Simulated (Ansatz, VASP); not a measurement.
C: VASP beside Ansatz

Contents of INCAR:

```
SYSTEM = C
ALGO     = Normal         ! electronic algorithm
DIPOL    = 0.5 0.5 0.500
EDIFF    = 1E-7           ! SCF threshold, eV
ENCUT    = 520            ! plane-wave cutoff, eV
GGA      = PE             ! functional
IDIPOL   = 3            
ISIF     = 2              ! what is computed and relaxed
ISMEAR   = 0              ! smearing method
IVDW     = 12             ! dispersion correction
LASPH    = .TRUE.         ! aspherical terms in the spheres
LCHARG   = .TRUE.         ! write CHGCAR
LDIPOL   = .TRUE.       
LELF     = .TRUE.         ! ELF
LREAL    = .FALSE.        ! projectors in reciprocal space
LVACPOTAV= .TRUE.       
LVHAR    = .TRUE.       
LWAVE    = .FALSE.        ! write WAVECAR
NBANDS   = 11             ! bands
NELM     = 100            ! most SCF steps
PREC     = Accurate       ! precision mode
SIGMA    = 0.1            ! smearing width, eV
```

The input KPOINTS:

```
k-points
0
G
  21 21 1
  0 0 0
```

Contents of POSCAR:

```
C
1.0
    2.3280000000      0.0000000000      0.0000000000
   -1.1640000000      2.0161071400      0.0000000000
    0.0000000000      0.0000000000     26.0024170307
C
2
Direct
    0.6666666667      0.3333333333      0.5054994888
    0.3333333333      0.6666666667      0.4945005112
```

Input for Ansatz:

```yaml
crystal:
  lattice:
    - [2.328, 0.0, 0.0]
    - [-1.164, 2.01610714, 0.0]
    - [0.0, 0.0, 26.0024170307]
  atoms:
    - { symbol: C, position: [0.6666666667, 0.3333333333, 0.5054994888] }
    - { symbol: C, position: [0.3333333333, 0.6666666667, 0.4945005112] }
  periodic: [true, true, false]
basis:
  ecutwfc: 420
kpoints:
  mp_grid: { grid: [21, 21, 1] }
hamiltonian:
  xc: pbe
  pseudopotentials: { kind: paw, azcp: { folder: soft_1 } }
  dispersion: d3bj
scf:
  occupations: { method: gaussian, width: 0.1 }
output:
  forces: true
  stress: true
  eigenvalues: true
  write_density: true
  write_potential: true
  elf: true
  volumetric_format: npy
```

Alike in both runs: task single point; functional PBE; dispersion D3(BJ); k mesh 21 × 21 × 1; occupations gaussian, width 0.1 eV; no spin polarisation.

|  | VASP | Ansatz |
| --- | --- | --- |
| version | VASP 6.6.1 | Ansatz 0.2.0 |
| potentials or method | VASP PAW PBE potentials, release 64 (C), cutoff 520 eV | scalar-relativistic, plane waves, PAW |
| valence electrons in the cell | 8 | 8 |

|  | VASP | Ansatz | Ansatz less VASP |
| --- | --- | --- | --- |
| gap on the k mesh at the Fermi level (eV) | none | none | - |
| rms of the force components (eV/Å) | 2.680 | 2.691 | +0.0107 |
| work function, face that differs most (eV) | 3.90 | 3.90 | +0.003 |

Atom by atom the forces differ by 0.011 eV/Å (rms over components). A gap of «none» marks a metal or a gap that the smearing closes. Ansatz's warnings: xc potential rough in thin density.
